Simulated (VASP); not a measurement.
# Ag (Fm-3m) in VASP: notebook

The runs below take Ag through single point, relaxation of cell and atoms, with revPBE, BLYP+D4.

Program: VASP 6.6.1. These are calculated values, not measurements. Logs are shortened: lines on timing, memory, paths and dates and some standing lists are left out, and cuts for length are marked.

## Step 1: The cell of the first run

It takes space group Fm-3m (No. 225, cubic). Conventional cell: a = 4.085 Å, b = 4.085 Å, c = 4.085 Å, α = 90.00°, β = 90.00°, γ = 90.00°. Ag (site symmetry m-3m) has 12 Ag at 2.89 Å within 3.8 Å.

## Step 2: Single point, revPBE

INCAR

```
  PREC = Accurate
  ENCUT = 520
  EDIFF = 1E-7
  ISMEAR = -1
  SIGMA = 0.05
  LREAL = F
  LASPH = T
  NELM = 80
  ALGO = Normal
  ISIF = 2
  LWAVE = F
  LCHARG = F
  GGA = RE
  NBANDS = 12
```

KPOINTS

```
regular mesh
0
Gamma
  11 11 11
```

POSCAR

```
Ag
1.0
    0.0000000000      2.0427500000      2.0427500000
    2.0427500000      0.0000000000      2.0427500000
    2.0427500000      2.0427500000      0.0000000000
Ag
1
Direct
    0.0000000000      0.0000000000      0.0000000000
```

Potentials or basis: VASP PAW PBE potentials, release 64 (Ag).

Launch:

```bash
$ cat potpaw_PBE.64/Ag/POTCAR > POTCAR
$ mpirun -np 1 vasp_std > vasp.out
```

OUTCAR:

```text
PREC = Accurate
   ENCUT = 520
   EDIFF = 1E-7
   ISMEAR = -1
   LREAL = F
   LASPH = T
   NELM = 80
   ISIF = 2
   GGA = RE

 ion  position               nearest neighbor table
   1  0.000  0.000  0.000-

  LATTYP: Found a face centered cubic cell.
 ALAT       =     4.0855000000

  Lattice vectors:

 A1 = (   0.0000000000,   2.0427500000,   2.0427500000)
 A2 = (   2.0427500000,   0.0000000000,   2.0427500000)
 A3 = (   2.0427500000,   2.0427500000,   0.0000000000)

Analysis of symmetry for initial positions (statically):
=====================================================================
 Subroutine PRICEL returns:
 Original cell was already a primitive cell.

 Routine SETGRP: Setting up the symmetry group for a
 face centered cubic supercell.

 Subroutine GETGRP returns: Found 48 space group operations
 (whereof 48 operations were pure point group operations)
 out of a pool of 48 trial point group operations.

The static configuration has the point symmetry O_h .

Analysis of symmetry for dynamics (positions and initial velocities):
=====================================================================
 Subroutine PRICEL returns:
 Original cell was already a primitive cell.

 Routine SETGRP: Setting up the symmetry group for a
 face centered cubic supercell.

 Subroutine GETGRP returns: Found 48 space group operations
 (whereof 48 operations were pure point group operations)
 out of a pool of 48 trial point group operations.

The dynamic configuration has the point symmetry O_h .

 Subroutine INISYM returns: Found 48 space group operations
 (whereof 48 operations are pure point group operations),
 and found     1 'primitive' translations

----------------------------------------------------------------------------------------

                                     Primitive cell

  volume of cell :      17.0481

  direct lattice vectors                    reciprocal lattice vectors
     0.000000000  2.042750000  2.042750000    -0.244768082  0.244768082  0.244768082
     2.042750000  0.000000000  2.042750000     0.244768082 -0.244768082  0.244768082
     2.042750000  2.042750000  0.000000000     0.244768082  0.244768082 -0.244768082

  length of vectors
     2.888884755  2.888884755  2.888884755     0.423950755  0.423950755  0.423950755

  position of ions in fractional coordinates (direct lattice)
     0.000000000  0.000000000  0.000000000

  ion indices of the primitive-cell ions
   primitive index   ion index
                 1           1

----------------------------------------------------------------------------------------

 KPOINTS: regular mesh

Automatic generation of k-mesh.
 Grid dimensions read from file:
 generate k-points for:   11   11   11

 Generating k-lattice:

  Cartesian coordinates                     Fractional coordinates (reciprocal lattice)
    -0.022251644  0.022251644  0.022251644     0.090909091  0.000000000  0.000000000
     0.022251644 -0.022251644  0.022251644     0.000000000  0.090909091  0.000000000
     0.022251644  0.022251644 -0.022251644     0.000000000  0.000000000  0.090909091

  Length of vectors
     0.038540978  0.038540978  0.038540978

  Shift w.r.t. Gamma in fractional coordinates (k-lattice)
     0.000000000  0.000000000  0.000000000

 Subroutine IBZKPT returns following result:
 ===========================================

 Found     56 irreducible k-points:

 Following reciprocal coordinates:
            Coordinates               Weight
  0.000000  0.000000  0.000000      1.000000
  0.090909  0.000000  0.000000      8.000000
  0.181818  0.000000  0.000000      8.000000
  0.272727  0.000000  0.000000      8.000000
  0.363636  0.000000  0.000000      8.000000
  0.454545  0.000000  0.000000      8.000000
[... 16 lines left out ...]
 -0.272727  0.181818  0.000000     24.000000
 -0.181818  0.181818  0.000000     12.000000
 [... further k-points ...]
   k-points           NKPTS =     56   k-points in BZ     NKDIM =     56   number of bands    NBANDS=     12
   number of dos      NEDOS =    301   number of ions     NIONS =      1
   total plane-waves  NPLWV =  13824
   dimension x,y,z NGX =    24 NGY =   24 NGZ =   24
   dimension x,y,z NGXF=    48 NGYF=   48 NGZF=   48
   ions per type =               1
   NGX,Y,Z   is equivalent  to a cutoff of  13.81, 13.81, 13.81 a.u.
   NGXF,Y,Z  is equivalent  to a cutoff of  27.62, 27.62, 27.62 a.u.
 SYSTEM =  unknown system
   PREC   = accura    normal or accurate (medium, high low for compatibility)
   ISTART =      0    job   : 0-new  1-cont  2-samecut
   ICHARG =      2    charge: 1-file 2-atom 10-const
   ISPIN  =      1    spin polarized calculation?
   LNONCOLLINEAR =      F non collinear calculations
   LSORBIT =      F    spin-orbit coupling
   LASPH  =      T    aspherical Exc in radial PAW
   ENCUT  =  520.0 eV  38.22 Ry    6.18 a.u.   5.37  5.37  5.37*2*pi/ulx,y,z
   NELM   =     80;   NELMIN=  2; NELMDL= -5     # of ELM steps
   EDIFF  = 0.1E-06   stopping-criterion for ELM
   LREAL  =      F    real-space projection
   EDIFFG = 0.1E-05   stopping-criterion for IOM
   NSW    =      0    number of steps for IOM
   IBRION =     -1    ionic relax: 0-MD 1-quasi-New 2-CG
   NFREE  =      0    steps in history (QN), initial steepest desc. (CG)
   ISIF   =      2    stress and relaxation
   ISYM   =      2    0-nonsym 1-usesym 2-fastsym
   POTIM  = 0.5000    time-step for ionic-motion
   TEBEG  =    0.0;   TEEND  =   0.0 temperature during run
   PSTRESS=    0.0 pullay stress
   NELECT =      11.0000    total number of electrons
   NUPDOWN=      -1.0000    fix difference up-down
   EMIN   =  10.00;   EMAX   =-10.00  energy-range for DOS
   EFERMI =   0.00;   METHOD = LEGACY
   ISMEAR =    -1;   SIGMA  =   0.05  broadening in eV -4-tet -1-fermi 0-gaus
   EFERMI_NEDOS =   21; number of points for ismear=-14 and -15
   IALGO  =     38    algorithm
   IMIX   =      4    mixing-type and parameters
     AMIX     =   0.40;   BMIX     =  1.00
     AMIX_MAG =   1.60;   BMIX_MAG =  1.00
  volume/ion in A,a.u.               =      17.05       115.05
  Fermi-wavevector in a.u.,A,eV,Ry     =   1.414644  2.673290 27.228221  2.001218
  Thomas-Fermi vector in A             =   2.536165
   LORBIT       =      0    0 simple, 1 ext, 2 COOP (PROOUT), +10 PAW based schemes
   GGA     = RE    functional components
   LHFCALC =     F    Hartree Fock is set to
   AEXX    =    0.0000 exact exchange contribution
   IVDW    =     0    specifies the selected vdW correction
   LEPSILON=     F    determine dielectric tensor
   LRPA    =     F    only Hartree local field effects (RPA)
 non-spin polarized calculation
  energy-cutoff  :      520.00
  volume of cell :       17.05
 maximum number of plane-waves:       477
 NGX is ok and might be reduce to    24
   NGX = 11   NGY = 11   NGZ = 11

 number of electron      10.9999999 magnetization

 Free energy of the ion-electron system (eV)
  ---------------------------------------------------
  ext. energy  EPLUGINS =         0.00000000
  ---------------------------------------------------
  free energy    TOTEN  =        -2.27005453 eV

  energy without entropy =       -2.26724142  energy(sigma->0) =       -2.26864797

 E-fermi :   8.7931     XC(G=0): -12.1172

 val. band max:        8.7534850971   @ k =  -0.4545   0.0909   0.0000
 cond. band min:       8.8520040410   @ k =   0.4545   0.3636   0.0000
 fundamental gap:      0.0985189439
 Fermi energy:         8.7930761606

 k-point     1 :       0.0000    0.0000    0.0000
  band No.  band energies     occupation
      1       0.7875      2.00000
      2       3.7053      2.00000
      3       3.7053      2.00000
      4       3.7053      2.00000
      5       4.7341      2.00000
      6       4.7341      2.00000
      7      24.5464      0.00000
      8      28.1550      0.00000
      9      28.1550      0.00000
     10      28.1550      0.00000
     11      32.9098      0.00000
     12      34.0914      0.00000

 k-point     2 :       0.0909    0.0000    0.0000
  band No.  band energies     occupation
      1       1.0426      2.00000
      2       3.6507      2.00000
      3       3.7733      2.00000
      4       3.7733      2.00000
      5       4.7101      2.00000
      6       4.7101      2.00000
      7      24.5101      0.00000
      8      26.3588      0.00000
      9      28.2558      0.00000
     10      28.2558      0.00000
     11      32.5591      0.00000
     12      33.7588      0.00000

 k-point     3 :       0.1818    0.0000    0.0000
  band No.  band energies     occupation
      1       1.7044      2.00000
      2       3.6200      2.00000
      3       3.8953      2.00000
      4       3.8953      2.00000
      5       4.7196      2.00000
      6       4.7196      2.00000
      7      22.2910      0.00000
      8      25.4118      0.00000
      9      28.3878      0.00000
     10      28.3878      0.00000
     11      31.3613      0.00000
     12      32.6770      0.00000
[... 286 lines left out ...]
 k-point    23 :      -0.2727    0.1818    0.0000
  band No.  band energies     occupation
      1       2.8729      2.00000
      2       3.5314      2.00000
      3       3.9710      2.00000
      4       4.1879      2.00000
      5       4.7531      2.00000
      6       7.1629      2.00000
      7      17.2113      0.00000
      8      20.3771      0.00000
      9      25.8815      0.00000
     10      27.4401      0.00000
     11      30.7051      0.00000
     12      33.2856      0.00000

 k-point    24 :      -0.1818    0.1818    0.0000
  band No.  band energies     occupation
      1       2.8077      2.00000
      2       3.3068      2.00000
      3       3.9218      2.00000
      4       4.3165      2.00000
      5       4.3467      2.00000
      6       5.8888      2.00000
      7      20.4829      0.00000
      8      20.8824      0.00000
      9      27.1662      0.00000
     10      28.9691      0.00000
     11      29.6703      0.00000
     12      33.2083      0.00000

 [... further k-points ...]
[... 5 lines left out ...]
  --------------------------------------------------------------------------------------
  -------------------------------------------------------------------------------------
  Total        0.7703873      0.7703873      0.7703873      0.0000000      0.0000000     -0.0000000
  in kB       72.4009124     72.4009124     72.4009124      0.0000000      0.0000000     -0.0000000
  external PRESSURE =      72.4009124 kB  Pullay stress =       0.0000000 kB

 VOLUME and BASIS-vectors are now :
 -----------------------------------------------------------------------------
  energy-cutoff  :      520.00
  volume of cell :       17.05
      direct lattice vectors                 reciprocal lattice vectors
     0.000000000  2.042750000  2.042750000    -0.244768082  0.244768082  0.244768082
     2.042750000  0.000000000  2.042750000     0.244768082 -0.244768082  0.244768082
     2.042750000  2.042750000  0.000000000     0.244768082  0.244768082 -0.244768082

 POSITION                                       TOTAL-FORCE (eV/Angst)
 -----------------------------------------------------------------------------------
      0.00000      0.00000      0.00000         0.000000     -0.000000     -0.000000
 -----------------------------------------------------------------------------------
    total drift:                               -0.000000      0.000000      0.000000

  FREE ENERGIE OF THE ION-ELECTRON SYSTEM (eV)
  ---------------------------------------------------
  free  energy   TOTEN  =        -2.2700545251 eV

  energy  without entropy=       -2.2672414226  energy(sigma->0) =       -2.26864797
```

Run time: 5.1 s. Hardware: 1 thread of Intel Xeon 6975P-C (Granite Rapids), shared host; peak memory 0.14 GiB.

What came out:

```yaml
Free_energy: -2.2701 eV
Pressure: 7.2 GPa
```

Levels at points of the mesh, in eV from the Fermi level:
```csv
k point,band 2,band 3,band 4,band 5,band 6,band 7,band 8,band 9,band 10,band 11
"(0.00, 0.00, 0.00)",-5.09,-5.09,-5.09,-4.06,-4.06,15.75,19.36,19.36,19.36,24.12
```

Caveat: the PAW data sets were made with another functional, which shifts forces and pressure a little.

## Step 3: Single point, BLYP+D4

This run uses another cell than the first one, of 17.37 Å³/atom, 1.019 times its volume.

INCAR

```
SYSTEM = Ag
PREC = Accurate
ENCUT = 520
EDIFF = 1E-6
ISMEAR = -1
SIGMA = 0.05
LREAL = .FALSE.
LASPH = .TRUE.
NELM = 100
ALGO = Normal
ISIF = 2
LWAVE = .FALSE.
LCHARG = .FALSE.
GGA = B5
ALDAX = 1.0
AGGAX = 1.0
AGGAC = 1.0
ALDAC = 0.0
IVDW = 13
VDW_S6 = 1.0
VDW_S8 = 2.34076671
VDW_A1 = 0.44488865
VDW_A2 = 4.0933009
NBANDS = 12
```

KPOINTS

```
regular mesh
0
G
  11 11 11
  0 0 0
```

POSCAR

```
Ag
1.0
    0.0000000000      2.0555985497      2.0555985497
    2.0555985497      0.0000000000      2.0555985497
    2.0555985497      2.0555985497      0.0000000000
Ag
1
Direct
    0.0000000000      0.0000000000      0.0000000000
```

Potentials or basis: VASP PAW PBE potentials, release 64 (Ag).

Launch:

```bash
$ cat potpaw_PBE.64/Ag/POTCAR > POTCAR
$ mpirun -np 1 vasp_std > vasp.out
```

It took 7.4 s on 1 thread of Intel Xeon 6975P-C (Granite Rapids), shared host; peak memory 0.14 GiB.

Results (log left out):

| Quantity | Value |
| --- | --- |
| Free energy | -3.1148 eV |
| Pressure | 0.1 GPa |
| Dispersion energy per atom | -1.073 eV |

Levels at points of the mesh, in eV from the Fermi level:
| k point | band 3 | band 4 | band 5 | band 6 | band 7 | band 8 | band 9 | band 10 |
| --- | --- | --- | --- | --- | --- | --- | --- | --- |
| (0.00, 0.00, 0.00) | -5.16 | -5.16 | -4.17 | -4.17 | 15.92 | 19.16 | 19.16 | 19.16 |

Caveat: the PAW data sets were made with another functional, which shifts forces and pressure a little; pairwise dispersion overbinds metals, which lowers pressure and volume.

## Step 4: Relaxation of cell and atoms, BLYP+D4

INCAR

```
SYSTEM = Ag
PREC     = Accurate       ! precision mode
ENCUT    = 600            ! plane-wave cutoff, eV
EDIFF    = 1E-7           ! SCF threshold, eV
ISMEAR   = -1             ! smearing method
SIGMA    = 0.05           ! smearing width, eV
LREAL    = .FALSE.        ! projectors in reciprocal space
LASPH    = .TRUE.         ! aspherical terms in the spheres
NELM     = 80             ! most SCF steps
ALGO     = Normal         ! electronic algorithm
ISIF     = 3              ! what is computed and relaxed
LWAVE    = .FALSE.        ! write WAVECAR
LCHARG   = .FALSE.        ! write CHGCAR
GGA      = B5             ! functional
ALDAX    = 1.0          
AGGAX    = 1.0          
AGGAC    = 1.0          
ALDAC    = 0.0          
IVDW     = 13             ! dispersion correction
VDW_S6   = 1.0          
VDW_S8   = 2.34076671   
VDW_A1   = 0.44488865   
VDW_A2   = 4.0933009    
IBRION   = 2              ! ionic algorithm
NSW      = 80             ! ionic steps
EDIFFG   = -0.005         ! ionic threshold
```

KPOINTS

```
Automatic mesh
0
G
  11 11 11
  0 0 0
```

POSCAR

```
Ag
1.0
    0.0000000000      2.0427500000      2.0427500000
    2.0427500000      0.0000000000      2.0427500000
    2.0427500000      2.0427500000      0.0000000000
Ag
1
Direct
    0.0000000000      0.0000000000      0.0000000000
```

Launch:

```bash
$ cat potpaw_PBE.64/Ag/POTCAR > POTCAR
$ mpirun -np 1 vasp_std > vasp.out
```

Run time: 17 s. Hardware: 1 thread of Intel Xeon 6975P-C (Granite Rapids), shared host; peak memory 0.15 GiB.

Results (log left out):

- Free energy: -3.1142 eV
- Relaxed volume: 17.40 Å³/atom
- Relaxed cell: a = 2.908 Å, b = 2.908 Å, c = 2.908 Å, α = 60.00°, β = 60.00°, γ = 60.00°
- Space group after relaxing (to 0.05 Å): Fm-3m (No. 225)
- Energy gained by relaxing: 2.3 meV/atom
- Ionic steps: 3
- Pressure after relaxing: 0.0 GPa
- Dispersion energy per atom: -1.071 eV

The path:
```tsv
step	energy change (eV)	largest force (eV/Å)	pressure (GPa)	volume (Å³)
1	0.0000	0.0000	2.11	17.05
2	-0.0015	0.0000	-1.17	17.61
3	-0.0023	0.0000	-0.01	17.40
```

Final structure:
```
Ag
1.0
     0.00000    2.05659    2.05659
     2.05659    0.00000    2.05659
     2.05659    2.05659    0.00000
Ag
1
Direct
  0.00000 0.00000 0.00000
```

Levels at points of the mesh, in eV from the Fermi level:
| k point | band 2 | band 3 | band 4 | band 5 | band 6 | band 7 | band 8 | band 9 |
| --- | --- | --- | --- | --- | --- | --- | --- | --- |
| (0.00, 0.00, 0.00) | -5.16 | -5.16 | -5.16 | -4.17 | -4.17 | 15.92 | 19.14 | 19.14 |

Caveat: the PAW data sets were made with another functional, which shifts forces and pressure a little; pairwise dispersion overbinds metals, which lowers pressure and volume. Zero-point motion and thermal expansion aren't in these numbers.

## Step 5: The runs side by side

```tsv
task	level	cell	cutoff (eV)	gap on the mesh (eV)	pressure (GPa)
single point	revPBE	a = 2.889 Å, angles 60.0°, 1 atom	520	none	7.2
single point	BLYP+D4	a = 2.907 Å, angles 60.0°, 1 atom	520	none	0.1
relaxation of cell and atoms	BLYP+D4	relaxed from a = 2.889 Å, angles 60.0°, 1 atom	600	none	0.0
```

Alike in all rows: potentials or basis VASP PAW PBE potentials, release 64 (Ag); no spin polarisation; k mesh 11 × 11 × 11; smearing fermi-dirac 0.05 eV.

Caveats: the PAW data sets were made with another functional, which shifts forces and pressure a little; pairwise dispersion overbinds metals, which lowers pressure and volume (some runs).

Total energies depend on the potentials used, so only differences within one code and one set of settings carry meaning.
